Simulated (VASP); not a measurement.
# Ag (Fm-3m) in VASP: a series of runs

Ag is run at these levels: revPBE; tasks: single point.

All numbers are computed with VASP 6.6.1; they aren't measurements. Logs are shortened: lines on timing, memory, paths and dates and some standing lists are left out, and cuts for length are marked.

### 1 The cell of the first run

Symmetry: Fm-3m, No. 225, cubic system. The conventional cell has a = 4.248 Å, b = 4.248 Å, c = 4.248 Å, α = 90.00°, β = 90.00°, γ = 90.00°. Ag (site symmetry m-3m) has 12 Ag at 3.00 Å within 4.0 Å.

### 2 Single point, revPBE (volume scaled by 1.04)

The input, INCAR:

```
  PREC = Accurate
  ENCUT = 520
  EDIFF = 1E-6
  ISMEAR = -1
  SIGMA = 0.1
  LREAL = F
  LASPH = T
  NELM = 60
  ALGO = Normal
  ISIF = 2
  LWAVE = F
  LCHARG = F
  GGA = RE
  NBANDS = 12
```

The input, KPOINTS:

```
Automatic mesh
0
Gamma
  21 21 21
```

The input, POSCAR:

```
Ag
1.0
    0.0000000000      2.1241877290      2.1241877290
    2.1241877290      0.0000000000      2.1241877290
    2.1241877290      2.1241877290      0.0000000000
Ag
1
Direct
    0.0000000000      0.0000000000      0.0000000000
```

Potentials or basis: VASP PAW PBE potentials, release 64 (Ag).

On the command line:

```console
$ cat potpaw_PBE.64/Ag/POTCAR > POTCAR
$ mpirun -np 1 vasp_std > vasp.out
```

OUTCAR:

```text
PREC = Accurate
   ENCUT = 520
   EDIFF = 1E-6
   ISMEAR = -1
   LREAL = F
   LASPH = T
   NELM = 60
   ISIF = 2
   GGA = RE

 ion  position               nearest neighbor table
   1  0.000  0.000  0.000-

  LATTYP: Found a face centered cubic cell.
 ALAT       =     4.2483754580

  Lattice vectors:

 A1 = (   0.0000000000,   2.1241877290,   2.1241877290)
 A2 = (   2.1241877290,   0.0000000000,   2.1241877290)
 A3 = (   2.1241877290,   2.1241877290,   0.0000000000)

Analysis of symmetry for initial positions (statically):
=====================================================================
 Subroutine PRICEL returns:
 Original cell was already a primitive cell.

 Routine SETGRP: Setting up the symmetry group for a
 face centered cubic supercell.

 Subroutine GETGRP returns: Found 48 space group operations
 (whereof 48 operations were pure point group operations)
 out of a pool of 48 trial point group operations.

The static configuration has the point symmetry O_h .

Analysis of symmetry for dynamics (positions and initial velocities):
=====================================================================
 Subroutine PRICEL returns:
 Original cell was already a primitive cell.

 Routine SETGRP: Setting up the symmetry group for a
 face centered cubic supercell.

 Subroutine GETGRP returns: Found 48 space group operations
 (whereof 48 operations were pure point group operations)
 out of a pool of 48 trial point group operations.

The dynamic configuration has the point symmetry O_h .

 Subroutine INISYM returns: Found 48 space group operations
 (whereof 48 operations are pure point group operations),
 and found     1 'primitive' translations

----------------------------------------------------------------------------------------

                                     Primitive cell

  volume of cell :      19.1694

  direct lattice vectors                    reciprocal lattice vectors
     0.000000000  2.124187729  2.124187729    -0.235384092  0.235384092  0.235384092
     2.124187729  0.000000000  2.124187729     0.235384092 -0.235384092  0.235384092
     2.124187729  2.124187729  0.000000000     0.235384092  0.235384092 -0.235384092

  length of vectors
     3.004055095  3.004055095  3.004055095     0.407697207  0.407697207  0.407697207

  position of ions in fractional coordinates (direct lattice)
     0.000000000  0.000000000  0.000000000

  ion indices of the primitive-cell ions
   primitive index   ion index
                 1           1

----------------------------------------------------------------------------------------

 KPOINTS: Automatic mesh

Automatic generation of k-mesh.
 Grid dimensions read from file:
 generate k-points for:   21   21   21

 Generating k-lattice:

  Cartesian coordinates                     Fractional coordinates (reciprocal lattice)
    -0.011208766  0.011208766  0.011208766     0.047619048  0.000000000  0.000000000
     0.011208766 -0.011208766  0.011208766     0.000000000  0.047619048  0.000000000
     0.011208766  0.011208766 -0.011208766     0.000000000  0.000000000  0.047619048

  Length of vectors
     0.019414153  0.019414153  0.019414153

  Shift w.r.t. Gamma in fractional coordinates (k-lattice)
     0.000000000  0.000000000  0.000000000

 Subroutine IBZKPT returns following result:
 ===========================================

 Found    286 irreducible k-points:

 Following reciprocal coordinates:
            Coordinates               Weight
  0.000000  0.000000  0.000000      1.000000
  0.047619  0.000000  0.000000      8.000000
  0.095238  0.000000  0.000000      8.000000
  0.142857  0.000000  0.000000      8.000000
  0.190476  0.000000  0.000000      8.000000
  0.238095  0.000000  0.000000      8.000000
[... 16 lines left out ...]
 -0.428571  0.047619  0.000000     24.000000
 -0.380952  0.047619  0.000000     24.000000
 [... further k-points ...]
   k-points           NKPTS =    286   k-points in BZ     NKDIM =    286   number of bands    NBANDS=     12
   number of dos      NEDOS =    301   number of ions     NIONS =      1
   total plane-waves  NPLWV =  13824
   dimension x,y,z NGX =    24 NGY =   24 NGZ =   24
   dimension x,y,z NGXF=    48 NGYF=   48 NGZF=   48
   ions per type =               1
   NGX,Y,Z   is equivalent  to a cutoff of  13.28, 13.28, 13.28 a.u.
   NGXF,Y,Z  is equivalent  to a cutoff of  26.56, 26.56, 26.56 a.u.
 SYSTEM =  unknown system
   PREC   = accura    normal or accurate (medium, high low for compatibility)
   ISTART =      0    job   : 0-new  1-cont  2-samecut
   ICHARG =      2    charge: 1-file 2-atom 10-const
   ISPIN  =      1    spin polarized calculation?
   LNONCOLLINEAR =      F non collinear calculations
   LSORBIT =      F    spin-orbit coupling
   LASPH  =      T    aspherical Exc in radial PAW
   ENCUT  =  520.0 eV  38.22 Ry    6.18 a.u.   5.59  5.59  5.59*2*pi/ulx,y,z
   NELM   =     60;   NELMIN=  2; NELMDL= -5     # of ELM steps
   EDIFF  = 0.1E-05   stopping-criterion for ELM
   LREAL  =      F    real-space projection
   EDIFFG = 0.1E-04   stopping-criterion for IOM
   NSW    =      0    number of steps for IOM
   IBRION =     -1    ionic relax: 0-MD 1-quasi-New 2-CG
   NFREE  =      0    steps in history (QN), initial steepest desc. (CG)
   ISIF   =      2    stress and relaxation
   ISYM   =      2    0-nonsym 1-usesym 2-fastsym
   POTIM  = 0.5000    time-step for ionic-motion
   TEBEG  =    0.0;   TEEND  =   0.0 temperature during run
   PSTRESS=    0.0 pullay stress
   NELECT =      11.0000    total number of electrons
   NUPDOWN=      -1.0000    fix difference up-down
   EMIN   =  10.00;   EMAX   =-10.00  energy-range for DOS
   EFERMI =   0.00;   METHOD = LEGACY
   ISMEAR =    -1;   SIGMA  =   0.10  broadening in eV -4-tet -1-fermi 0-gaus
   EFERMI_NEDOS =   21; number of points for ismear=-14 and -15
   IALGO  =     38    algorithm
   IMIX   =      4    mixing-type and parameters
     AMIX     =   0.40;   BMIX     =  1.00
     AMIX_MAG =   1.60;   BMIX_MAG =  1.00
  volume/ion in A,a.u.               =      19.17       129.36
  Fermi-wavevector in a.u.,A,eV,Ry     =   1.360409  2.570800 25.180474  1.850713
  Thomas-Fermi vector in A             =   2.487074
   LORBIT       =      0    0 simple, 1 ext, 2 COOP (PROOUT), +10 PAW based schemes
   GGA     = RE    functional components
   LHFCALC =     F    Hartree Fock is set to
   AEXX    =    0.0000 exact exchange contribution
   IVDW    =     0    specifies the selected vdW correction
   LEPSILON=     F    determine dielectric tensor
   LRPA    =     F    only Hartree local field effects (RPA)
 non-spin polarized calculation
  energy-cutoff  :      520.00
  volume of cell :       19.17
 maximum number of plane-waves:       533
   NGX = 11   NGY = 11   NGZ = 11

 number of electron      11.0000001 magnetization

 Free energy of the ion-electron system (eV)
  ---------------------------------------------------
  ext. energy  EPLUGINS =         0.00000000
  ---------------------------------------------------
  free energy    TOTEN  =        -2.29364089 eV

  energy without entropy =       -2.28283484  energy(sigma->0) =       -2.28823786

 E-fermi :   7.0639     XC(G=0): -11.4199

 val. band max:        7.0267243439   @ k =   0.4286   0.3810   0.0000
 cond. band min:       7.0767749286   @ k =  -0.2857   0.2381   0.0952
 fundamental gap:      0.0500505847
 Fermi energy:         7.0638737578

 k-point     1 :       0.0000    0.0000    0.0000
  band No.  band energies     occupation
      1       0.0909      2.00000
      2       2.5823      2.00000
      3       2.5823      2.00000
      4       2.5823      2.00000
      5       3.4159      2.00000
      6       3.4159      2.00000
      7      22.7280      0.00000
      8      25.6484      0.00000
      9      25.6484      0.00000
     10      25.6484      0.00000
     11      30.1400      0.00000
     12      30.6620      0.00000

 k-point     2 :       0.0476    0.0000    0.0000
  band No.  band energies     occupation
      1       0.1557      2.00000
      2       2.5694      2.00000
      3       2.5987      2.00000
      4       2.5987      2.00000
      5       3.4099      2.00000
      6       3.4099      2.00000
      7      22.7161      0.00000
      8      24.9982      0.00000
      9      25.6496      0.00000
     10      25.6496      0.00000
     11      30.1060      0.00000
     12      30.6348      0.00000

 k-point     3 :       0.0952    0.0000    0.0000
  band No.  band energies     occupation
      1       0.3453      2.00000
      2       2.5374      2.00000
      3       2.6434      2.00000
      4       2.6434      2.00000
      5       3.3964      2.00000
      6       3.3964      2.00000
      7      22.4479      0.00000
      8      23.8810      0.00000
      9      25.6447      0.00000
     10      25.6447      0.00000
     11      29.4966      0.00000
     12      30.5062      0.00000
[... 286 lines left out ...]
 k-point    23 :      -0.4286    0.0476    0.0000
  band No.  band energies     occupation
      1       1.3452      2.00000
      2       2.5663      2.00000
      3       2.6038      2.00000
      4       3.9462      2.00000
      5       3.9870      2.00000
      6       6.4498      1.99570
      7      10.8562      0.00000
      8      21.8842      0.00000
      9      23.1925      0.00000
     10      23.9007      0.00000
     11      28.3561      0.00000
     12      28.6733      0.00000

 k-point    24 :      -0.3810    0.0476    0.0000
  band No.  band energies     occupation
      1       1.3831      2.00000
      2       2.6021      2.00000
      3       2.6333      2.00000
      4       3.8542      2.00000
      5       3.8744      2.00000
      6       5.4946      2.00000
      7      12.2098      0.00000
      8      22.0017      0.00000
      9      23.3233      0.00000
     10      24.4195      0.00000
     11      28.2604      0.00000
     12      28.6754      0.00000

 [... further k-points ...]
[... 5 lines left out ...]
  --------------------------------------------------------------------------------------
  -------------------------------------------------------------------------------------
  Total       -0.3267446     -0.3267446     -0.3267446      0.0000000      0.0000000     -0.0000000
  in kB      -27.3092840    -27.3092840    -27.3092840      0.0000000      0.0000000     -0.0000000
  external PRESSURE =     -27.3092840 kB  Pullay stress =       0.0000000 kB

 VOLUME and BASIS-vectors are now :
 -----------------------------------------------------------------------------
  energy-cutoff  :      520.00
  volume of cell :       19.17
      direct lattice vectors                 reciprocal lattice vectors
     0.000000000  2.124187729  2.124187729    -0.235384092  0.235384092  0.235384092
     2.124187729  0.000000000  2.124187729     0.235384092 -0.235384092  0.235384092
     2.124187729  2.124187729  0.000000000     0.235384092  0.235384092 -0.235384092

 POSITION                                       TOTAL-FORCE (eV/Angst)
 -----------------------------------------------------------------------------------
      0.00000      0.00000      0.00000         0.000000      0.000000      0.000000
 -----------------------------------------------------------------------------------
    total drift:                               -0.000000      0.000000     -0.000000

  FREE ENERGIE OF THE ION-ELECTRON SYSTEM (eV)
  ---------------------------------------------------
  free  energy   TOTEN  =        -2.2936408888 eV

  energy  without entropy=       -2.2828348384  energy(sigma->0) =       -2.28823786
```

Run time: 55 s. Hardware: 1 thread of Intel Xeon 6975P-C, shared host; peak memory 0.19 GiB.

Results:

| Quantity | Value |
| --- | --- |
| Free energy | -2.2936 eV |
| Pressure | -2.7 GPa |

Caveat: the PAW data sets were made with another functional, which shifts forces and pressure a little.

### 3 Single point, revPBE (volume scaled by 1.08)

The input, INCAR:

```
PREC     = Accurate       # precision mode
ENCUT    = 520            # plane-wave cutoff, eV
EDIFF    = 1E-6           # SCF threshold, eV
ISMEAR   = -1             # smearing method
SIGMA    = 0.1            # smearing width, eV
LREAL    = F              # projectors in reciprocal space
LASPH    = T              # aspherical terms in the spheres
NELM     = 60             # most SCF steps
ALGO     = Normal         # electronic algorithm
ISIF     = 2              # what is computed and relaxed
LWAVE    = F              # write WAVECAR
LCHARG   = T              # write CHGCAR
GGA      = RE             # functional
LELF     = T              # ELF
LVHAR    = T            
NBANDS   = 12             # bands
```

The input, KPOINTS:

```
regular mesh
0
Gamma
  21 21 21
```

The input, POSCAR:

```
Ag
1.0
    0.0000000000      2.1510790360      2.1510790360
    2.1510790360      0.0000000000      2.1510790360
    2.1510790360      2.1510790360      0.0000000000
Ag
1
Direct
    0.0000000000      0.0000000000      0.0000000000
```

Potentials or basis: VASP PAW PBE potentials, release 64 (Ag).

On the command line:

```console
$ cat potpaw_PBE.64/Ag/POTCAR > POTCAR
$ mpirun -np 1 vasp_std > vasp.out
```

It took 58 s on 1 thread of Intel Xeon 6975P-C, shared host; peak memory 0.19 GiB.

The run converged. Its results:

* Free energy: -2.2765 eV
* Pressure: -4.8 GPa

Levels at points of the mesh, in eV from the Fermi level:
| k point | band 2 | band 3 | band 4 | band 5 | band 6 | band 7 | band 8 | band 9 | band 10 | band 11 |
| --- | --- | --- | --- | --- | --- | --- | --- | --- | --- | --- |
| (0.00, 0.00, 0.00) | -4.38 | -4.38 | -4.38 | -3.60 | -3.60 | 15.55 | 18.25 | 18.25 | 18.25 | 22.67 |

Caveat: the PAW data sets were made with another functional, which shifts forces and pressure a little.

### 4 Single point, revPBE (volume scaled by 1.12)

The input, INCAR:

```
SYSTEM = Ag
ALGO     = Normal         ! electronic algorithm
EDIFF    = 1E-6           ! SCF threshold, eV
ENCUT    = 520            ! plane-wave cutoff, eV
GGA      = RE             ! functional
ISIF     = 2              ! what is computed and relaxed
ISMEAR   = -1             ! smearing method
LASPH    = .True.         ! aspherical terms in the spheres
LCHARG   = .False.        ! write CHGCAR
LREAL    = .False.        ! projectors in reciprocal space
LWAVE    = .False.        ! write WAVECAR
NBANDS   = 12             ! bands
NELM     = 60             ! most SCF steps
PREC     = Accurate       ! precision mode
SIGMA    = 0.1            ! smearing width, eV
```

The input, KPOINTS:

```
k-points
0
Gamma
  21 21 21
  0 0 0
```

The input, POSCAR:

```
Ag
1.0
    0.0000000000      2.1773142928      2.1773142928
    2.1773142928      0.0000000000      2.1773142928
    2.1773142928      2.1773142928      0.0000000000
Ag
1
Direct
    0.0000000000      0.0000000000      0.0000000000
```

On the command line:

```console
$ cat potpaw_PBE.64/Ag/POTCAR > POTCAR
$ mpirun -np 1 vasp_std > vasp.out
```

It took 56 s on 1 thread of Intel Xeon 6975P-C, shared host; peak memory 0.19 GiB.

The run converged. Its results:

```yaml
Free_energy: -2.2511 eV
Pressure: -6.3 GPa
```

Levels at points of the mesh, in eV from the Fermi level:
```csv
k point,band 4,band 5,band 6,band 7,band 8,band 9
"(0.00, 0.00, 0.00)",-4.28,-3.55,-3.55,15.43,17.91,17.91
```

Caveat: the PAW data sets were made with another functional, which shifts forces and pressure a little.

[end of part 1 of 2]
